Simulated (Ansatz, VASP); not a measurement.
**Mg2SiN2: VASP beside Ansatz**

```
Mg Si N
1.0
    -1.88200    1.88200    4.80627
     1.88200   -1.88200    4.80627
     1.88200    1.88200   -4.80627
Mg Si N
2 1 2
Direct
  0.75000 0.25000 0.50000
  0.25000 0.75000 0.50000
  0.50000 0.50000 0.00000
  0.15805 0.15805 0.00000
  0.84195 0.84195 0.00000
```

Change from the starting cell: species swapped into the Pb2ClO2 type (I4/mmm, No. 139).

Alike in both runs: functional PBE; k mesh 14 × 14 × 14; occupations gaussian, width 0.1 eV; no spin polarisation.

Ansatz relaxed the structure, and its values are those at the end. VASP's run is a single point on that final structure, the one shown.

```csv
,VASP,Ansatz
version,VASP 6.6.1,Ansatz 0.2.0
potentials or method,"VASP PAW PBE potentials, release 64 (Mg, Si, N), cutoff 520 eV","scalar-relativistic, plane waves, PAW"
valence electrons in the cell,18,34
```

|  | VASP | Ansatz | Ansatz less VASP |
| --- | --- | --- | --- |
| gap on the k mesh at the Fermi level (eV) | none | none | - |
| pressure (GPa) | -0.1 | 0.0 | +0.12 |
| rms of the force components (eV/Å) | 0.004 | 0.000 | -0.0042 |

A gap of «none» marks a metal or a gap that the smearing closes. With one functional, cell and mesh, what is left measures potentials, basis and numerics. VASP's potentials hold 18 valence electrons a cell and Ansatz's 34, so a difference there can come from the potentials and not from the codes.
